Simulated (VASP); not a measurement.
# TiC (Fm-3m) in VASP: density of states with PBEsol

Aim: the density of states of TiC with PBEsol.

Program: VASP 6.6.1. These are calculated values, not measurements. Logs are shortened: lines on timing, memory, paths and dates and some standing lists are left out, and cuts for length are marked.

### Step 1. The cell of the first run

The structure is cubic, space group Fm-3m (No. 225). Conventional cell: a = 4.293 Å, b = 4.293 Å, c = 4.293 Å, α = 90.00°, β = 90.00°, γ = 90.00°. Ti (site symmetry m-3m) has 6 C at 2.15 Å within 2.8 Å. C (site symmetry m-3m) has 6 Ti at 2.15 Å within 2.8 Å.

### Step 2. Density of states, PBEsol

POSCAR reads:

```
TiC
1.0
    0.0000000000      2.1466778696      2.1466778696
    2.1466778696      0.0000000000      2.1466778696
    2.1466778696      2.1466778696      0.0000000000
Ti C
1 1
Direct
    0.0000000000      0.0000000000      0.0000000000
    0.5000000000      0.5000000000      0.5000000000
```

INCAR.step1 reads:

```
SYSTEM = TiC
PREC = Accurate
ENCUT = 520
EDIFF = 1E-6
ISMEAR = 0
SIGMA = 0.1
LREAL = .False.
LASPH = .True.
NELM = 60
ALGO = Normal
ISIF = 2
LWAVE = .False.
LCHARG = .True.
LMAXMIX = 4
GGA = PS
NBANDS = 15
```

KPOINTS.step1 reads:

```
regular mesh
0
Gamma
  16 16 16
  0 0 0
```

INCAR.step2 reads:

```
SYSTEM = TiC
PREC = Accurate
ENCUT = 520
EDIFF = 1E-6
ISMEAR = -5
SIGMA = 0.1
LREAL = .False.
LASPH = .True.
NELM = 60
ALGO = Normal
ISIF = 2
LWAVE = .False.
LCHARG = .False.
LMAXMIX = 4
GGA = PS
LORBIT = 11
NEDOS = 1001
ICHARG = 11
```

KPOINTS.step2 reads:

```
regular mesh
0
Gamma
  24 24 24
  0 0 0
```

Potentials or basis: VASP PAW PBE potentials, release 64 (Ti_sv, C).

The run is started by

```console
cat potpaw_PBE.64/Ti_sv/POTCAR potpaw_PBE.64/C/POTCAR > POTCAR
cp INCAR.step1 INCAR
cp KPOINTS.step1 KPOINTS
mpirun -np 1 vasp_std > vasp.out
cp INCAR.step2 INCAR
cp KPOINTS.step2 KPOINTS
mpirun -np 1 vasp_std > vasp.out
```

OUTCAR:

```text
SYSTEM = TiC
   PREC = Accurate
   ENCUT = 520
   EDIFF = 1E-6
   ISMEAR = -5
   LREAL = .False.
   LASPH = .True.
   NELM = 60
   ISIF = 2
   GGA = PS
   LORBIT = 11
   ICHARG = 11

 ion  position               nearest neighbor table
   1  0.000  0.000  0.000-   2 2.15   2 2.15   2 2.15   2 2.15   2 2.15   2 2.15
   2  0.500  0.500  0.500-   1 2.15   1 2.15   1 2.15   1 2.15   1 2.15   1 2.15

  LATTYP: Found a face centered cubic cell.
 ALAT       =     4.2933557392

  Lattice vectors:

 A1 = (   0.0000000000,   2.1466778696,   2.1466778696)
 A2 = (   2.1466778696,   0.0000000000,   2.1466778696)
 A3 = (   2.1466778696,   2.1466778696,   0.0000000000)

Analysis of symmetry for initial positions (statically):
=====================================================================
 Subroutine PRICEL returns:
 Original cell was already a primitive cell.

 Routine SETGRP: Setting up the symmetry group for a
 face centered cubic supercell.

 Subroutine GETGRP returns: Found 48 space group operations
 (whereof 48 operations were pure point group operations)
 out of a pool of 48 trial point group operations.

The static configuration has the point symmetry O_h .

Analysis of symmetry for dynamics (positions and initial velocities):
=====================================================================
 Subroutine PRICEL returns:
 Original cell was already a primitive cell.

 Routine SETGRP: Setting up the symmetry group for a
 face centered cubic supercell.

 Subroutine GETGRP returns: Found 48 space group operations
 (whereof 48 operations were pure point group operations)
 out of a pool of 48 trial point group operations.

The dynamic configuration has the point symmetry O_h .

 Subroutine INISYM returns: Found 48 space group operations
 (whereof 48 operations are pure point group operations),
 and found     1 'primitive' translations

----------------------------------------------------------------------------------------

                                     Primitive cell

  volume of cell :      19.7848

  direct lattice vectors                    reciprocal lattice vectors
     0.000000000  2.146677870  2.146677870    -0.232918039  0.232918039  0.232918039
     2.146677870  0.000000000  2.146677870     0.232918039 -0.232918039  0.232918039
     2.146677870  2.146677870  0.000000000     0.232918039  0.232918039 -0.232918039

  length of vectors
     3.035860957  3.035860957  3.035860957     0.403425878  0.403425878  0.403425878

  position of ions in fractional coordinates (direct lattice)
     0.000000000  0.000000000  0.000000000
     0.500000000  0.500000000  0.500000000

  ion indices of the primitive-cell ions
   primitive index   ion index
                 1           1
                 2           2

----------------------------------------------------------------------------------------

 KPOINTS: regular mesh

Automatic generation of k-mesh.
 Grid dimensions read from file:
 generate k-points for:   24   24   24

 Generating k-lattice:

  Cartesian coordinates                     Fractional coordinates (reciprocal lattice)
    -0.009704918  0.009704918  0.009704918     0.041666667  0.000000000  0.000000000
     0.009704918 -0.009704918  0.009704918     0.000000000  0.041666667  0.000000000
     0.009704918  0.009704918 -0.009704918     0.000000000  0.000000000  0.041666667

  Length of vectors
     0.016809412  0.016809412  0.016809412

  Shift w.r.t. Gamma in fractional coordinates (k-lattice)
     0.000000000  0.000000000  0.000000000

 TETIRR: Found   1864 inequivalent tetrahedra from    82944

 Subroutine IBZKPT returns following result:
 ===========================================

 Found    413 irreducible k-points:

 Following reciprocal coordinates:
            Coordinates               Weight
  0.000000  0.000000  0.000000      1.000000
  0.041667  0.000000  0.000000      8.000000
  0.083333  0.000000  0.000000      8.000000
  0.125000  0.000000  0.000000      8.000000
  0.166667  0.000000  0.000000      8.000000
  0.208333  0.000000  0.000000      8.000000
[... 16 lines left out ...]
  0.416667  0.041667  0.000000     24.000000
  0.458333  0.041667  0.000000     24.000000
 [... further k-points ...]
   k-points           NKPTS =    413   k-points in BZ     NKDIM =    413   number of bands    NBANDS=     12
   number of dos      NEDOS =   1001   number of ions     NIONS =      2
   total plane-waves  NPLWV =  13824
   dimension x,y,z NGX =    24 NGY =   24 NGZ =   24
   dimension x,y,z NGXF=    48 NGYF=   48 NGZF=   48
   ions per type =               1   1
   NGX,Y,Z   is equivalent  to a cutoff of  13.14, 13.14, 13.14 a.u.
   NGXF,Y,Z  is equivalent  to a cutoff of  26.29, 26.29, 26.29 a.u.
 SYSTEM =  TiC
   PREC   = accura    normal or accurate (medium, high low for compatibility)
   ISTART =      0    job   : 0-new  1-cont  2-samecut
   ICHARG =     11    charge: 1-file 2-atom 10-const
   ISPIN  =      1    spin polarized calculation?
   LNONCOLLINEAR =      F non collinear calculations
   LSORBIT =      F    spin-orbit coupling
   LASPH  =      T    aspherical Exc in radial PAW
   ENCUT  =  520.0 eV  38.22 Ry    6.18 a.u.   5.64  5.64  5.64*2*pi/ulx,y,z
   NELM   =     60;   NELMIN=  2; NELMDL=  0     # of ELM steps
   EDIFF  = 0.1E-05   stopping-criterion for ELM
   LREAL  =      F    real-space projection
   EDIFFG = 0.1E-04   stopping-criterion for IOM
   NSW    =      0    number of steps for IOM
   IBRION =     -1    ionic relax: 0-MD 1-quasi-New 2-CG
   NFREE  =      0    steps in history (QN), initial steepest desc. (CG)
   ISIF   =      2    stress and relaxation
   ISYM   =      2    0-nonsym 1-usesym 2-fastsym
   POTIM  = 0.5000    time-step for ionic-motion
   TEBEG  =    0.0;   TEEND  =   0.0 temperature during run
   PSTRESS=    0.0 pullay stress
   NELECT =      16.0000    total number of electrons
   NUPDOWN=      -1.0000    fix difference up-down
   EMIN   =  10.00;   EMAX   =-10.00  energy-range for DOS
   EFERMI =   0.00;   METHOD = LEGACY
   ISMEAR =    -5;   SIGMA  =   0.10  broadening in eV -4-tet -1-fermi 0-gaus
   EFERMI_NEDOS =   21; number of points for ismear=-14 and -15
   IALGO  =     38    algorithm
   IMIX   =      4    mixing-type and parameters
     AMIX     =   0.40;   BMIX     =  1.00
     AMIX_MAG =   1.60;   BMIX_MAG =  1.00
  volume/ion in A,a.u.               =       9.89        66.76
  Fermi-wavevector in a.u.,A,eV,Ry     =   1.525239  2.882284 31.651975  2.326354
  Thomas-Fermi vector in A             =   2.633437
   LORBIT       =     11    0 simple, 1 ext, 2 COOP (PROOUT), +10 PAW based schemes
   GGA     = PS    functional components
   LHFCALC =     F    Hartree Fock is set to
   AEXX    =    0.0000 exact exchange contribution
   IVDW    =     0    specifies the selected vdW correction
   LEPSILON=     F    determine dielectric tensor
   LRPA    =     F    only Hartree local field effects (RPA)
 non-spin polarized calculation
 Fermi weights with tetrahedron method with Bloechl corrections
  energy-cutoff  :      520.00
  volume of cell :       19.78
 maximum number of plane-waves:       547

 number of electron      16.0000003 magnetization

 Free energy of the ion-electron system (eV)
  ---------------------------------------------------
  ext. energy  EPLUGINS =         0.00000000
  ---------------------------------------------------
  free energy    TOTEN  =       -19.80221906 eV

  energy without entropy =      -19.80221906  energy(sigma->0) =      -19.80221906

 E-fermi :   9.6276     XC(G=0): -12.9981

 val. band max:        9.6544347082   @ k =   0.1250   0.0833   0.0417
 cond. band min:       9.5592885092   @ k =   0.1667   0.1667   0.0000
 fundamental gap:     -0.0951461990
 Fermi energy:         9.6275709001

 k-point     1 :       0.0000    0.0000    0.0000
  band No.  band energies     occupation
      1     -46.6370      2.00000
      2     -22.7490      2.00000
      3     -22.7490      2.00000
      4     -22.7490      2.00000
      5      -2.8756      2.00000
      6      10.2881      0.00000
      7      10.2881      0.00000
      8      10.2881      0.00000
      9      11.3533      0.00000
     10      11.3533      0.00000
     11      11.3533      0.00000
     12      11.3984      0.00000

 k-point     2 :       0.0417    0.0000    0.0000
  band No.  band energies     occupation
      1     -46.6356      2.00000
      2     -22.7590      2.00000
      3     -22.7500      2.00000
      4     -22.7500      2.00000
      5      -2.8345      2.00000
      6      10.0679     -0.04408
      7      10.2316      0.00000
      8      10.2316      0.00000
      9      10.8100      0.00000
     10      10.8100      0.00000
     11      11.4806      0.00000
     12      12.0587      0.00000

 k-point     3 :       0.0833    0.0000    0.0000
  band No.  band energies     occupation
      1     -46.6314      2.00000
      2     -22.7881      2.00000
      3     -22.7526      2.00000
      4     -22.7526      2.00000
      5      -2.7124      2.00000
      6       9.5721      1.42312
      7       9.8636      0.13518
      8       9.8636     -0.00709
      9      10.6366      0.00000
     10      10.6366      0.00000
     11      11.7119      0.00000
     12      12.7790      0.00000
[... 286 lines left out ...]
 k-point    23 :       0.4167    0.0417    0.0000
  band No.  band energies     occupation
      1     -46.5595      2.00000
      2     -23.2573      2.00000
      3     -22.8037      2.00000
      4     -22.7997      2.00000
      5       0.1533      2.00000
      6       4.3934      2.00000
      7       6.7734      2.00000
      8       6.8931      2.00000
      9      12.2527      0.00000
     10      12.4958      0.00000
     11      13.5150      0.00000
     12      17.3685      0.00000

 k-point    24 :       0.4583    0.0417    0.0000
  band No.  band energies     occupation
      1     -46.5544      2.00000
      2     -23.2893      2.00000
      3     -22.8052      2.00000
      4     -22.8048      2.00000
      5       0.5314      2.00000
      6       3.9306      2.00000
      7       6.6661      2.00000
      8       6.7450      2.00000
      9      12.4604      0.00000
     10      12.6173      0.00000
     11      13.7308      0.00000
     12      17.7438      0.00000

 [... further k-points ...]

------------------------ aborting loop because EDIFF is reached ----------------------------------------

  FORCE on cell =-STRESS in cart. coord.  units (eV):
  Direction    XX          YY          ZZ          XY          YZ          ZX
  --------------------------------------------------------------------------------------
  -------------------------------------------------------------------------------------
  Total        0.0234211      0.0234211      0.0234211      0.0000000      0.0000000     -0.0000000
  in kB        1.8966541      1.8966541      1.8966541      0.0000000      0.0000000     -0.0000000
  external PRESSURE =       1.8966541 kB  Pullay stress =       0.0000000 kB

 VOLUME and BASIS-vectors are now :
 -----------------------------------------------------------------------------
  energy-cutoff  :      520.00
  volume of cell :       19.78
      direct lattice vectors                 reciprocal lattice vectors
     0.000000000  2.146677870  2.146677870    -0.232918039  0.232918039  0.232918039
     2.146677870  0.000000000  2.146677870     0.232918039 -0.232918039  0.232918039
     2.146677870  2.146677870  0.000000000     0.232918039  0.232918039 -0.232918039

 POSITION                                       TOTAL-FORCE (eV/Angst)
 -----------------------------------------------------------------------------------
      0.00000      0.00000      0.00000        -0.000000      0.000000      0.000000
      2.14668      2.14668      2.14668         0.000000      0.000000     -0.000000
 -----------------------------------------------------------------------------------
    total drift:                                0.000000      0.000000     -0.000000

  FREE ENERGIE OF THE ION-ELECTRON SYSTEM (eV)
  ---------------------------------------------------
  free  energy   TOTEN  =       -19.8022190601 eV

  energy  without entropy=      -19.8022190601  energy(sigma->0) =      -19.80221906

 total charge

# of ion       s       p       d       tot
------------------------------------------
    1        2.206   6.264   1.996  10.466
    2        0.893   1.506   0.000   2.399
--------------------------------------------------
tot          3.100   7.770   1.996  12.865
```

Run time: 2.2 min. Hardware: 1 thread of Intel Xeon 8259CL, shared host; peak memory 0.23 GiB.

What came out:

```
Valence electrons inside the program's atomic spheres : Ti 10.47; C 2.40
```

Levels at points of the mesh, in eV from the Fermi level:
| k point | band 4 | band 5 | band 6 | band 7 | band 8 | band 9 | band 10 | band 11 | band 12 |
| --- | --- | --- | --- | --- | --- | --- | --- | --- | --- |
| (0.00, 0.00, 0.00) | -32.38 | -12.50 | 0.66 | 0.66 | 0.66 | 1.73 | 1.73 | 1.73 | 1.77 |
| (0.50, 0.00, 0.00) | -32.43 | -8.85 | -6.01 | -2.99 | -2.99 | 3.01 | 3.01 | 4.25 | 8.30 |
| (0.50, 0.50, 0.00) | -32.57 | -10.18 | -3.47 | -1.76 | -0.01 | -0.01 | 2.82 | 3.64 | 3.64 |

Caveat: the PAW data sets were made with another functional, which shifts forces and pressure a little; tetrahedron occupations give inexact forces and stress in metals.
